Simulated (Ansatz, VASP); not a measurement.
**One calculation of BiAs, two programs**

INCAR

```
ALGO = Normal
EDIFF = 1E-6
ENCUT = 520
GGA = PE
ISIF = 2
ISMEAR = -1
LASPH = T
LCHARG = F
LREAL = F
LWAVE = F
NBANDS = 17
NELM = 100
PREC = Accurate
SIGMA = 0.05
```

KPOINTS

```
k-points
0
Gamma
  13 13 13
```

File POSCAR:

```
BiAs
1.0
    3.6567327220      0.0000000000      0.0000000000
    0.0000000000      3.6567327220      0.0000000000
    0.0000000000      0.0000000000      3.6567327220
As Bi
1 1
Direct
    0.0000000000      0.0000000000      0.0000000000
    0.5000000000      0.5000000000      0.5000000000
```

Input for Ansatz:

```yaml
crystal:
  lattice:
    - [3.656732722, 0.0, 0.0]
    - [0.0, 3.656732722, 0.0]
    - [0.0, 0.0, 3.656732722]
  atoms:
    - { symbol: As, position: [0.0, 0.0, 0.0] }
    - { symbol: Bi, position: [0.5, 0.5, 0.5] }
kpoints:
  mp_grid: { grid: [13, 13, 13] }
scf:
  occupations: { method: fermi_dirac, width: 0.05 }
hamiltonian:
  xc: pbe
  pseudopotentials: { kind: all_electron, lapw: { basis_error: 0.0005 } }
output:
  forces: true
  stress: true
  eigenvalues: true
```

Change from the starting cell: volume scaled by 0.97.

Alike in both runs: task single point; functional PBE; k mesh 13 × 13 × 13; occupations fermi-dirac, width 0.05 eV; no spin polarisation.

|  | VASP | Ansatz |
| --- | --- | --- |
| version | VASP 6.6.1 | Ansatz 0.2.0 |
| potentials or method | VASP PAW PBE potentials, release 64 (As, Bi_d), cutoff 520 eV | all-electron LAPW, scalar-relativistic |

|  | VASP | Ansatz | Ansatz less VASP |
| --- | --- | --- | --- |
| pressure (GPa) | 2.2 | 2.2 | 0.00 |

Ansatz ran all-electron here, and VASP with PAW potentials.

Neither program's run includes spin-orbit coupling.
